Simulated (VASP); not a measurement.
Write the native input for VASP 6.6.1 that does the following.

```yaml
Task: relaxation of cell and atoms
Functional: RPBE
Dispersion: D4
Potentials_or_basis: VASP PAW PBE potentials, release 64 (Ti_sv)
Cutoff: 600 eV
k_mesh: 11 × 11 × 11
Occupations: fermi-dirac, width 0.05 eV
Spin: no spin polarisation
Dipole_correction: no
Further_INCAR_settings: ALGO = Normal; EDIFF = 1e-06; IBRION = 2; EDIFFG = -0.01; NSW = 60; ISIF = 3
```

The structure of Ti lies in POSCAR:

```
Ti
1.0
   -1.6410000000      1.6410000000      1.6410000000
    1.6410000000     -1.6410000000      1.6410000000
    1.6410000000      1.6410000000     -1.6410000000
Ti
1
Direct
    0.0000000000      0.0000000000      0.0000000000
```

These files were run (other wordings do the same):

INCAR

```
PREC = Accurate ; ENCUT = 600
EDIFF = 1E-6 ; ISMEAR = -1
SIGMA = 0.05 ; LREAL = False
LASPH = True ; NELM = 60
ALGO = Normal ; ISIF = 3
LWAVE = False ; LCHARG = False
GGA = RP ; IVDW = 13
IBRION = 2 ; NSW = 60
EDIFFG = -0.01
```

KPOINTS

```
regular mesh
0
Gamma
  11 11 11
```

Potentials or basis: VASP PAW PBE potentials, release 64 (Ti_sv).

Run with:

```sh
$ cat potpaw_PBE.64/Ti_sv/POTCAR > POTCAR
$ mpirun -np 1 vasp_std > vasp.out
```

It gave:

- Relaxed volume: 17.19 Å³/atom
- Relaxed cell: a = 2.816 Å, b = 2.816 Å, c = 2.816 Å, α = 109.47°, β = 109.47°, γ = 109.47°
- Space group after relaxing (to 0.05 Å): Im-3m (No. 229)
- Energy gained by relaxing: 4.3 meV/atom
- Ionic steps: 3
- Pressure after relaxing: 0.0 GPa
- Band gap on the k mesh: zero (band 6 reaches 9.34 eV, above the bottom of band 7 at 7.71 eV)
- Dispersion energy per atom: -0.367 eV

Caveat: the PAW data sets were made with another functional, which shifts forces and pressure a little; pairwise dispersion overbinds metals, which lowers pressure and volume.

It took 44 s on 1 thread of Intel Xeon 8259CL, on a shared host, peak memory 0.15 GiB.
